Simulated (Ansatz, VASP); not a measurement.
# One calculation of TiAl, two programs

```
Ti Al
1.0
     3.09186    0.00000    0.00000
     0.00000    3.09186    0.00000
     0.00000    0.00000    3.09186
Ti Al
1 1
Direct
  0.50000 0.50000 0.50000
  0.00000 0.00000 0.00000
```

Alike in both runs: task single point; functional PBEsol; k mesh 14 × 14 × 14; occupations gaussian, width 0.1 eV; no spin polarisation.

|  | VASP | Ansatz |
| --- | --- | --- |
| version | VASP 6.6.1 | Ansatz 0.2.0 |
| potentials or method | VASP PAW PBE potentials, release 64 (Ti_sv, Al), cutoff 520 eV | scalar-relativistic, plane waves, PAW |
| valence electrons in the cell | 15 | 15 |

|  | VASP | Ansatz | Ansatz less VASP |
| --- | --- | --- | --- |
| gap on the k mesh at the Fermi level (eV) | none | none | - |
| pressure (GPa) | 8.3 | 8.3 | -0.03 |

VASP's potentials were made for PBE, not for PBEsol. A gap of «none» marks a metal or a gap that the smearing closes.
